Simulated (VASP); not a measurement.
# Li2SiN3 (P6/mmm) in VASP: notebook

Li2SiN3 is run at these levels: PBE; tasks: single point, relaxation of cell and atoms.

Everything below comes from runs of VASP 6.6.1. Logs are shortened: lines on timing, memory, paths and dates and some standing lists are left out, and cuts for length are marked.

### 1 The cell of the first run

Symmetry: P6/mmm, No. 191, hexagonal system. The conventional cell has a = 4.024 Å, b = 4.024 Å, c = 4.899 Å, α = 90.00°, β = 90.00°, γ = 120.00°. Li (site symmetry -6m2) has 3 Li at 2.32 Å and 5 N at 2.32 to 2.45 Å within 3.1 Å. Within 3.1 Å of Si (site symmetry 6/mmm) lie 8 N at 2.32 to 2.45 Å. N (site symmetry -6m2) has 3 N at 2.32 Å and 3 Si at 2.32 Å and 2 Li at 2.45 Å within 3.1 Å. N (site symmetry 6/mmm) has 6 Li at 2.32 Å and 2 Si at 2.45 Å within 3.1 Å.

The cell was generated, and may not be a known phase.

### 2 Single point, PBE, collinear spin, ferromagnetic start

File INCAR:

```
PREC     = Accurate       # precision mode
ENCUT    = 520            # plane-wave cutoff, eV
EDIFF    = 1E-6           # SCF threshold, eV
ISMEAR   = 0              # smearing method
SIGMA    = 0.1            # smearing width, eV
LREAL    = False          # projectors in reciprocal space
LASPH    = True           # aspherical terms in the spheres
NELM     = 150            # most SCF steps
ALGO     = Normal         # electronic algorithm
ISIF     = 2              # what is computed and relaxed
LWAVE    = False          # write WAVECAR
LCHARG   = False          # write CHGCAR
ISPIN    = 2              # spin polarisation
MAGMOM   = 0 0 0 1 1 1    # initial moments
LORBIT   = 11             # projections on sites
GGA      = PE             # functional
NBANDS   = 26             # bands
```

File KPOINTS:

```
regular mesh
0
Gamma
  6 6 4
```

File POSCAR:

```
Li2SiN3
1.0
    4.0241988300      0.0000000000      0.0000000000
   -2.0120994200      3.4850584200      0.0000000000
    0.0000000000      0.0000000000      4.8985573400
Li Si N
2 1 3
Direct
    0.3333333300      0.6666666700      0.0000000000
    0.6666666700      0.3333333300      0.0000000000
    0.0000000000      0.0000000000      0.5000000000
    0.3333333300      0.6666666700      0.5000000000
    0.6666666700      0.3333333300      0.5000000000
    0.0000000000      0.0000000000      0.0000000000
```

Potentials or basis: VASP PAW PBE potentials, release 64 (Li_sv, Si, N).

Run with:

```
cat potpaw_PBE.64/Li_sv/POTCAR potpaw_PBE.64/Si/POTCAR potpaw_PBE.64/N/POTCAR > POTCAR
mpirun -np 1 vasp_std > vasp.out
```

OUTCAR:

```text
PREC = Accurate
   ENCUT = 520
   EDIFF = 1E-6
   ISMEAR = 0
   LREAL = False
   LASPH = True
   NELM = 150
   ISIF = 2
   ISPIN = 2
   LORBIT = 11
   GGA = PE

 ion  position               nearest neighbor table
   1  0.333  0.667  0.000-   2 2.32   2 2.32   2 2.32
   2  0.667  0.333  0.000-   1 2.32   1 2.32   1 2.32
   3  0.000  0.000  0.500-   4 2.32   5 2.32   5 2.32   4 2.32   5 2.32   4 2.32   6 2.45   6 2.45

   4  0.333  0.667  0.500-   3 2.32   3 2.32   3 2.32
   5  0.667  0.333  0.500-   3 2.32   3 2.32   3 2.32
   6  0.000  0.000  0.000-   3 2.45   3 2.45

  LATTYP: Found a hexagonal cell.
 ALAT       =     4.0241988300
 C/A-ratio  =     1.2172751762

  Lattice vectors:

 A1 = (   4.0241988300,   0.0000000000,   0.0000000000)
 A2 = (  -2.0120994200,   3.4850584200,   0.0000000000)
 A3 = (   0.0000000000,   0.0000000000,   4.8985573400)

Analysis of symmetry for initial positions (statically):
=====================================================================
 Subroutine PRICEL returns:
 Original cell was already a primitive cell.

 Routine SETGRP: Setting up the symmetry group for a
 hexagonal supercell.

 Subroutine GETGRP returns: Found 24 space group operations
 (whereof 24 operations were pure point group operations)
 out of a pool of 24 trial point group operations.

The static configuration has the point symmetry D_6h.

Analysis of symmetry for dynamics (positions and initial velocities):
=====================================================================
 Subroutine PRICEL returns:
 Original cell was already a primitive cell.

 Routine SETGRP: Setting up the symmetry group for a
 hexagonal supercell.

 Subroutine GETGRP returns: Found 24 space group operations
 (whereof 24 operations were pure point group operations)
 out of a pool of 24 trial point group operations.

The dynamic configuration has the point symmetry D_6h.

Analysis of structural, dynamic, and magnetic symmetry:
=====================================================================
 Subroutine PRICEL returns:
 Original cell was already a primitive cell.

 Routine SETGRP: Setting up the symmetry group for a
 hexagonal supercell.

 Subroutine GETGRP returns: Found 24 space group operations
 (whereof 24 operations were pure point group operations)
 out of a pool of 24 trial point group operations.

The overall configuration has the point symmetry D_6h.

 Subroutine INISYM returns: Found 24 space group operations
 (whereof 24 operations are pure point group operations),
 and found     1 'primitive' translations

----------------------------------------------------------------------------------------

                                     Primitive cell

  volume of cell :      68.7002

  direct lattice vectors                    reciprocal lattice vectors
     4.024198830  0.000000000  0.000000000     0.248496668  0.143469618  0.000000000
    -2.012099420  3.485058420  0.000000000     0.000000000  0.286939236  0.000000000
     0.000000000  0.000000000  4.898557340     0.000000000  0.000000000  0.204141736

  length of vectors
     4.024198830  4.024198835  4.898557340     0.286939236  0.286939236  0.204141736

  position of ions in fractional coordinates (direct lattice)
     0.333333330  0.666666670  0.000000000
     0.666666670  0.333333330  0.000000000
     0.000000000  0.000000000  0.500000000
     0.333333330  0.666666670  0.500000000
     0.666666670  0.333333330  0.500000000
     0.000000000  0.000000000  0.000000000

  ion indices of the primitive-cell ions
   primitive index   ion index
                 1           1
                 2           2
                 3           3
                 4           4
                 5           5
                 6           6

----------------------------------------------------------------------------------------

 KPOINTS: regular mesh

Automatic generation of k-mesh.
 Grid dimensions read from file:
 generate k-points for:    6    6    4

 Generating k-lattice:

  Cartesian coordinates                     Fractional coordinates (reciprocal lattice)
     0.041416111  0.023911603  0.000000000     0.166666667  0.000000000  0.000000000
     0.000000000  0.047823206  0.000000000     0.000000000  0.166666667  0.000000000
     0.000000000  0.000000000  0.051035434     0.000000000  0.000000000  0.250000000

  Length of vectors
     0.047823206  0.047823206  0.051035434

  Shift w.r.t. Gamma in fractional coordinates (k-lattice)
     0.000000000  0.000000000  0.000000000

 Subroutine IBZKPT returns following result:
 ===========================================

 Found     21 irreducible k-points:

 Following reciprocal coordinates:
            Coordinates               Weight
  0.000000  0.000000  0.000000      1.000000
  0.166667  0.000000  0.000000      6.000000
  0.333333  0.000000  0.000000      6.000000
  0.500000  0.000000  0.000000      3.000000
  0.166667  0.166667  0.000000      6.000000
  0.333333  0.166667  0.000000     12.000000
[... 13 lines left out ...]
  0.333333  0.166667  0.500000     12.000000
  0.333333  0.333333  0.500000      2.000000
   k-points           NKPTS =     21   k-points in BZ     NKDIM =     21   number of bands    NBANDS=     26
   number of dos      NEDOS =    301   number of ions     NIONS =      6
   total plane-waves  NPLWV =  32400
   dimension x,y,z NGX =    30 NGY =   30 NGZ =   36
   dimension x,y,z NGXF=    60 NGYF=   60 NGZF=   72
   ions per type =               2   1   3
   NGX,Y,Z   is equivalent  to a cutoff of  12.39, 12.39, 12.22 a.u.
   NGXF,Y,Z  is equivalent  to a cutoff of  24.79, 24.79, 24.44 a.u.
 SYSTEM =  unknown system
   PREC   = accura    normal or accurate (medium, high low for compatibility)
   ISTART =      0    job   : 0-new  1-cont  2-samecut
   ICHARG =      2    charge: 1-file 2-atom 10-const
   ISPIN  =      2    spin polarized calculation?
   LNONCOLLINEAR =      F non collinear calculations
   LSORBIT =      F    spin-orbit coupling
   LASPH  =      T    aspherical Exc in radial PAW
   ENCUT  =  520.0 eV  38.22 Ry    6.18 a.u.   7.48  7.48  9.11*2*pi/ulx,y,z
   NELM   =    150;   NELMIN=  2; NELMDL= -5     # of ELM steps
   EDIFF  = 0.1E-05   stopping-criterion for ELM
   LREAL  =      F    real-space projection
   EDIFFG = 0.1E-04   stopping-criterion for IOM
   NSW    =      0    number of steps for IOM
   IBRION =     -1    ionic relax: 0-MD 1-quasi-New 2-CG
   NFREE  =      0    steps in history (QN), initial steepest desc. (CG)
   ISIF   =      2    stress and relaxation
   ISYM   =      2    0-nonsym 1-usesym 2-fastsym
   POTIM  = 0.5000    time-step for ionic-motion
   TEBEG  =    0.0;   TEEND  =   0.0 temperature during run
   PSTRESS=    0.0 pullay stress
   NELECT =      25.0000    total number of electrons
   NUPDOWN=      -1.0000    fix difference up-down
   EMIN   =  10.00;   EMAX   =-10.00  energy-range for DOS
   EFERMI =   0.00;   METHOD = LEGACY
   ISMEAR =     0;   SIGMA  =   0.10  broadening in eV -4-tet -1-fermi 0-gaus
   EFERMI_NEDOS =   21; number of points for ismear=-14 and -15
   IALGO  =     38    algorithm
   IMIX   =      4    mixing-type and parameters
     AMIX     =   0.40;   BMIX     =  1.00
     AMIX_MAG =   1.60;   BMIX_MAG =  1.00
  volume/ion in A,a.u.               =      11.45        77.27
  Fermi-wavevector in a.u.,A,eV,Ry     =   1.168788  2.208688 18.586436  1.366065
  Thomas-Fermi vector in A             =   2.305269
   LORBIT       =     11    0 simple, 1 ext, 2 COOP (PROOUT), +10 PAW based schemes
   GGA     = PE    functional components
   LHFCALC =     F    Hartree Fock is set to
   AEXX    =    0.0000 exact exchange contribution
   IVDW    =     0    specifies the selected vdW correction
   LEPSILON=     F    determine dielectric tensor
   LRPA    =     F    only Hartree local field effects (RPA)
 spin polarized calculation
 Gauss-broadening in eV      SIGMA  =   0.10
  energy-cutoff  :      520.00
  volume of cell :       68.70
 maximum number of plane-waves:      1870
 NGX is ok and might be reduce to    30
   NGX = 15   NGY = 15   NGZ = 19

 number of electron      25.0000031 magnetization       1.3559619

 Free energy of the ion-electron system (eV)
  ---------------------------------------------------
  ext. energy  EPLUGINS =         0.00000000
  ---------------------------------------------------
  free energy    TOTEN  =       -28.52005936 eV

  energy without entropy =      -28.50320589  energy(sigma->0) =      -28.51163263

 E-fermi :   3.1206     XC(G=0):  -9.8982

 val. band max:        3.1169126234   @ k =   0.3333   0.3333   0.2500
 cond. band min:       3.1222869190   @ k =   0.3333   0.1667   0.5000
 fundamental gap:      0.0053742956
 Fermi energy:         3.1205794085

 spin component 1

 k-point     1 :       0.0000    0.0000    0.0000
  band No.  band energies     occupation
      1     -41.8643      1.00000
      2     -41.7245      1.00000
      3     -12.5288      1.00000
      4      -8.8880      1.00000
      5      -7.9479      1.00000
      6      -1.8548      1.00000
[... 16 lines left out ...]
     23      13.5155      0.00000
     24      13.5155      0.00000

 k-point     2 :       0.1667    0.0000    0.0000
  band No.  band energies     occupation
      1     -41.8560      1.00000
      2     -41.7327      1.00000
      3     -12.3042      1.00000
      4      -8.9144      1.00000
      5      -8.3152      1.00000
      6      -1.6064      1.00000
[... 16 lines left out ...]
     23      12.7917      0.00000
     24      14.4831      0.00000
[... 484 lines left out ...]
     23      13.0311      0.00000
     24      15.7869      0.00000

 k-point    21 :       0.3333    0.3333    0.5000
  band No.  band energies     occupation
      1     -41.7940      1.00000
      2     -41.7940      1.00000
      3     -10.4355      1.00000
      4     -10.4355      1.00000
      5      -8.9980      1.00000
      6      -5.2142      1.00000
[... 16 lines left out ...]
     23      12.4705      0.00000
     24      16.5003      0.00000
 Fermi energy:         3.1205794085

 spin component 2

 k-point     1 :       0.0000    0.0000    0.0000
  band No.  band energies     occupation
      1     -41.8650      1.00000
      2     -41.7251      1.00000
      3     -12.0798      1.00000
      4      -8.1944      1.00000
      5      -7.2454      1.00000
      6      -1.4211      1.00000
[... 16 lines left out ...]
     23      13.4638      0.00000
     24      13.6751      0.00000

 k-point     2 :       0.1667    0.0000    0.0000
  band No.  band energies     occupation
      1     -41.8567      1.00000
      2     -41.7333      1.00000
      3     -11.8465      1.00000
      4      -8.2258      1.00000
      5      -7.6424      1.00000
      6      -1.4020      1.00000
[... 16 lines left out ...]
     23      12.7583      0.00000
     24      14.5483      0.00000
[... 484 lines left out ...]
     23      13.1154      0.00000
     24      15.7664      0.00000

 k-point    21 :       0.3333    0.3333    0.5000
  band No.  band energies     occupation
      1     -41.7947      1.00000
      2     -41.7947      1.00000
      3      -9.8801      1.00000
      4      -9.8801      1.00000
      5      -8.3147      1.00000
      6      -5.1541      1.00000
[... 16 lines left out ...]
     23      12.5915      0.00000
     24      16.4883      0.00000
 [bands above 24 left out]

------------------------ aborting loop because EDIFF is reached ----------------------------------------

  FORCE on cell =-STRESS in cart. coord.  units (eV):
  Direction    XX          YY          ZZ          XY          YZ          ZX
  --------------------------------------------------------------------------------------
  -------------------------------------------------------------------------------------
  Total       -9.4780579     -9.4780579    -11.8310837      0.0000000     -0.0000000      0.0000000
  in kB     -221.0407023   -221.0407027   -275.9163406      0.0000003     -0.0000000      0.0000000
  external PRESSURE =    -239.3325819 kB  Pullay stress =       0.0000000 kB

 VOLUME and BASIS-vectors are now :
 -----------------------------------------------------------------------------
  energy-cutoff  :      520.00
  volume of cell :       68.70
      direct lattice vectors                 reciprocal lattice vectors
     4.024198830  0.000000000  0.000000000     0.248496668  0.143469618  0.000000000
    -2.012099420  3.485058420  0.000000000     0.000000000  0.286939236  0.000000000
     0.000000000  0.000000000  4.898557340     0.000000000  0.000000000  0.204141736

 POSITION                                       TOTAL-FORCE (eV/Angst)
 -----------------------------------------------------------------------------------
     -0.00000      2.32337      0.00000        -0.000000      0.000000      0.000000
      2.01210      1.16169      0.00000        -0.000000      0.000000     -0.000000
      0.00000      0.00000      2.44928         0.000000      0.000000     -0.000000
     -0.00000      2.32337      2.44928        -0.000000      0.000000     -0.000000
      2.01210      1.16169      2.44928         0.000000      0.000000      0.000000
      0.00000      0.00000      0.00000         0.000000      0.000000     -0.000000
 -----------------------------------------------------------------------------------
    total drift:                               -0.000000      0.000000      0.000000

  FREE ENERGIE OF THE ION-ELECTRON SYSTEM (eV)
  ---------------------------------------------------
  free  energy   TOTEN  =       -28.5200593596 eV

  energy  without entropy=      -28.5032058910  energy(sigma->0) =      -28.51163263

 total charge

# of ion       s       p       d       tot
------------------------------------------
    1        2.018   0.050   0.000   2.067
    2        2.018   0.050   0.000   2.067
    3        0.750   0.518   0.000   1.268
    4        1.354   2.052   0.000   3.405
    5        1.354   2.052   0.000   3.405
    6        1.269   2.210   0.000   3.479
--------------------------------------------------
tot          8.762   6.931   0.000  15.693

 magnetization (x)

# of ion       s       p       d       tot
------------------------------------------
    1       -0.001   0.001   0.000   0.001
    2       -0.001   0.001   0.000   0.001
    3       -0.015  -0.017   0.000  -0.032
    4        0.008   0.306   0.000   0.314
    5        0.008   0.306   0.000   0.314
    6        0.008   0.355   0.000   0.363
--------------------------------------------------
tot          0.007   0.953   0.000   0.960
```

Wall time 2.8 min (1 thread of AMD EPYC 7R13, shared host); peak memory 0.19 GiB.

What came out:

```
Free energy                                           : -28.5201 eV
Net moment                                            : 1.36 μB per cell
Site moments                                          : Li +0.00; Si -0.03; N +0.31, +0.36 (each value once) μB
Valence electrons inside the program's atomic spheres : Li 2.07; Si 1.27; N 3.40, 3.48 (each value once)
```

Levels at points of the mesh, in eV from the Fermi level:
Spin up:
```
           k point  band 11  band 12  band 13  band 14  band 15  band 16
(0.00, 0.00, 0.00)    -2.28    -0.73    -0.38    -0.30    -0.30     5.43
(0.50, 0.00, 0.00)    -1.06    -1.03    -0.01     0.89     1.70     6.48
(0.00, 0.00, 0.50)    -2.12    -0.82    -0.82    -0.29     1.36     4.75
(0.50, 0.00, 0.50)    -0.98    -0.42    -0.20     0.89     3.10     3.32
```
Spin down:
| k point | band 9 | band 10 | band 11 | band 12 | band 13 | band 14 | band 15 | band 16 |
| --- | --- | --- | --- | --- | --- | --- | --- | --- |
| (0.00, 0.00, 0.00) | -2.22 | -2.22 | -2.19 | 0.04 | 0.34 | 0.34 | 0.75 | 5.55 |
| (0.50, 0.00, 0.00) | -1.89 | -1.27 | -0.45 | -0.09 | 0.41 | 1.26 | 1.93 | 6.57 |
| (0.00, 0.00, 0.50) | -2.81 | -1.94 | -1.94 | -0.16 | -0.16 | 0.86 | 1.73 | 4.98 |
| (0.50, 0.00, 0.50) | -0.83 | -0.68 | -0.53 | 0.18 | 0.46 | 1.27 | 3.42 | 3.43 |

Caveat: the cutoff is under 1.25 times the usual one of these potentials, so pressure, stress and relaxed cells hold a basis-set (Pulay) error; a moment this small can come from the mesh or the smearing.

(Continued in part 2 of 2.)
